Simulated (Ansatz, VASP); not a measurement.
## Cu2Cl in VASP and in Ansatz

INCAR

```
PREC     = Accurate       # precision mode
ENCUT    = 600            # plane-wave cutoff, eV
EDIFF    = 1E-6           # SCF threshold, eV
ISMEAR   = 0              # smearing method
SIGMA    = 0.1            # smearing width, eV
LREAL    = False          # projectors in reciprocal space
LASPH    = True           # aspherical terms in the spheres
NELM     = 100            # most SCF steps
ALGO     = Normal         # electronic algorithm
ISIF     = 3              # what is computed and relaxed
LWAVE    = False          # write WAVECAR
LCHARG   = False          # write CHGCAR
GGA      = PE             # functional
IBRION   = 2              # ionic algorithm
NSW      = 90             # ionic steps
EDIFFG   = -0.04          # ionic threshold
```

The input KPOINTS:

```
regular mesh
0
Gamma
  4 4 6
```

POSCAR

```
Cu2Cl
1.0
    4.6574995741      0.0000000000      0.0000000000
    0.0000000000      5.6844422872      0.0000000000
    0.0000000000      0.0000000000      3.5486110241
Cu Cl
4 2
Direct
    0.2004000000      0.3787000000      0.0000000000
    0.7996000000      0.6213000000      0.0000000000
    0.7004000000      0.1213000000      0.5000000000
    0.2996000000      0.8787000000      0.5000000000
    0.0000000000      0.0000000000      0.0000000000
    0.5000000000      0.5000000000      0.5000000000
```

Input for Ansatz:

```yaml
crystal:
  lattice:
    - [4.6574995741, 0.0, 0.0]
    - [0.0, 5.6844422872, 0.0]
    - [0.0, 0.0, 3.5486110241]
  atoms:
    - { symbol: Cu, position: [0.2004, 0.3787, 0.0] }
    - { symbol: Cu, position: [0.7996, 0.6213, 0.0] }
    - { symbol: Cu, position: [0.7004, 0.1213, 0.5] }
    - { symbol: Cu, position: [0.2996, 0.8787, 0.5] }
    - { symbol: Cl, position: [0.0, 0.0, 0.0] }
    - { symbol: Cl, position: [0.5, 0.5, 0.5] }
basis:
  ecutwfc: 420
kpoints:
  mp_grid: { grid: [4, 4, 6] }
hamiltonian:
  xc: pbe
scf:
  occupations: { method: gaussian, width: 0.1 }
  lower_state_search: "off"
output:
  forces: true
  stress: true
  eigenvalues: true
relax:
  adjacent_minimum: "off"
  f_tol: 0.04
  max_steps: 70
  cell: { stress_tol: 0.4 }
```

Alike in both runs: task relaxation of cell and atoms; functional PBE; k mesh 4 × 4 × 6; occupations gaussian, width 0.1 eV; no spin polarisation.

|  | VASP | Ansatz |
| --- | --- | --- |
| version | VASP 6.6.1 | Ansatz 0.2.0 |
| potentials or method | VASP PAW PBE potentials, release 64 (Cu, Cl), cutoff 600 eV | scalar-relativistic, plane waves, PAW |
| valence electrons in the cell | 58 | 90 |

|  | VASP | Ansatz | Ansatz less VASP |
| --- | --- | --- | --- |
| gap on the k mesh at the Fermi level, each at its own relaxed structure (eV) | none | none | - |
| relaxed volume (Å³/atom) | 16.84 | 16.87 | +0.027 |
| relaxed length of the cell vector where the two differ most in proportion (Å) | 5.576 | 5.608 | +0.0320 |

A gap of «none» marks a metal or a gap that the smearing closes. VASP's potentials hold 58 valence electrons a cell and Ansatz's 90, so a difference there can come from the potentials and not from the codes.
